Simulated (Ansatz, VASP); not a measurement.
# One calculation of Sr, two programs

Contents of INCAR:

```
SYSTEM = Sr
PREC = Accurate
ENCUT = 520
EDIFF = 1E-8
ISMEAR = -1
SIGMA = 0.08
LREAL = .False.
LASPH = .True.
NELM = 60
ALGO = Normal
ISIF = 2
LWAVE = .False.
LCHARG = .False.
GGA = PE
LEFG = .True.
NBANDS = 17
```

KPOINTS

```
Automatic mesh
0
Gamma
  11 11 6
  0 0 0
```

POSCAR

```
Sr
1.0
    4.0988367504      0.0000000000      0.0000000000
   -2.0494183752      3.5496967518      0.0000000000
    0.0000000000      0.0000000000      6.9986823019
Sr
2
Direct
    0.3333333333      0.6666666667      0.2500000000
    0.6666666667      0.3333333333      0.7500000000
```

Input for Ansatz:

```yaml
crystal:
  lattice:
    - [4.0988367504, 0.0, 0.0]
    - [-2.0494183752, 3.5496967518, 0.0]
    - [0.0, 0.0, 6.9986823019]
  atoms:
    - { symbol: Sr, position: [0.3333333333, 0.6666666667, 0.25] }
    - { symbol: Sr, position: [0.6666666667, 0.3333333333, 0.75] }
kpoints:
  mp_grid: { grid: [11, 11, 6] }
scf:
  occupations: { method: fermi_dirac, width: 0.08 }
hamiltonian:
  xc: pbe
  pseudopotentials: { kind: all_electron, datasets: crystal }
output:
  forces: true
  stress: true
  eigenvalues: true
  efg: { contact_densities: true }
```

Change from the starting cell: x and y stretched by -4 %, z held, crystal datasets.

Alike in both runs: task electric field gradients; functional PBE; k mesh 11 × 11 × 6; occupations fermi-dirac, width 0.08 eV; no spin polarisation.

|  | VASP | Ansatz |
| --- | --- | --- |
| version | VASP 6.6.1 | Ansatz 0.2.0 |
| potentials or method | VASP PAW PBE potentials, release 64 (Sr_sv), cutoff 520 eV | all-electron PAW with datasets made for the crystal, scalar-relativistic |

|  | VASP | Ansatz | Ansatz less VASP |
| --- | --- | --- | --- |
| pressure (GPa) | 1.1 | 1.1 | -0.01 |
| traceless stress, the component that is largest in VASP (GPa) | -0.73 | -0.73 | +0.002 |
| size of Vzz on the site where it differs most (V/Å²) | 14.6 | 14.8 | +0.16 |

Ansatz ran all-electron here, and VASP with PAW potentials.
